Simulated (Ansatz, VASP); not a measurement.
## One calculation of ZnS, two programs

INCAR

```
PREC = Accurate
ENCUT = 520
EDIFF = 1E-6
ISMEAR = 0
SIGMA = 0.01
LREAL = F
LASPH = T
NELM = 100
ALGO = Normal
ISIF = 2
LWAVE = F
LCHARG = F
GGA = CA
NBANDS = 16
```

The input KPOINTS:

```
regular mesh
0
Gamma
  8 8 8
```

File POSCAR:

```
ZnS
1.0
    0.0000000000      2.6484691264      2.6617114720
    2.6484691264      0.0000000000      2.6617114720
    2.6484691264      2.6484691264      0.0000000000
Zn S
1 1
Direct
    0.7500000000      0.7500000000      0.7500000000
    0.0000000000      0.0000000000      0.0000000000
```

Input for Ansatz:

```yaml
crystal:
  lattice:
    - [0.0, 2.64846912639, 2.66171147202]
    - [2.64846912639, 0.0, 2.66171147202]
    - [2.64846912639, 2.64846912639, 0.0]
  atoms:
    - { symbol: Zn, position: [0.75, 0.75, 0.75] }
    - { symbol: S, position: [0.0, 0.0, 0.0] }
kpoints:
  mp_grid: { grid: [8, 8, 8] }
scf:
  occupations: { method: fixed }
  convergence: { dr2_threshold: 1.0e-10 }
hamiltonian:
  xc: lda
  pseudopotentials: { kind: all_electron, lapw: { basis_error: 0.0005 } }
output:
  forces: true
  stress: true
  eigenstates:
    kpoints:
      - [0.0, 0.0, 0.0]
      - [0.5, 0.5, 0.0]
      - [0.5, 0.0, 0.5]
      - [0.0, 0.5, 0.5]
      - [0.0, 0.5, 0.0]
      - [0.5, 0.0, 0.0]
      - [0.0, 0.0, 0.5]
      - [0.5, 0.5, 0.5]
  eigenvalues: true
```

Change from the starting cell: z stretched by +0.5 %, x and y held.

Alike in both runs: task single point; functional LDA; k mesh 8 × 8 × 8; no spin polarisation.

```csv
,VASP,Ansatz
version,VASP 6.6.1,Ansatz 0.2.0
potentials or method,"VASP PAW LDA potentials, release 64 (Zn, S), cutoff 520 eV","all-electron LAPW, scalar-relativistic"
occupations,"gaussian, width 0.01 eV",fixed
```

|  | VASP | Ansatz | Ansatz less VASP |
| --- | --- | --- | --- |
| gap on the k mesh at the Fermi level (eV) | 2.13 | 2.10 | -0.033 |
| pressure (GPa) | -0.2 | -0.4 | -0.22 |
| traceless stress, the component that is largest in VASP (GPa) | -0.15 | -0.15 | -0.001 |

LDA's correlation is that of Perdew and Zunger in VASP and of Perdew and Wang (1992) in Ansatz. Ansatz ran all-electron here, and VASP with PAW potentials.
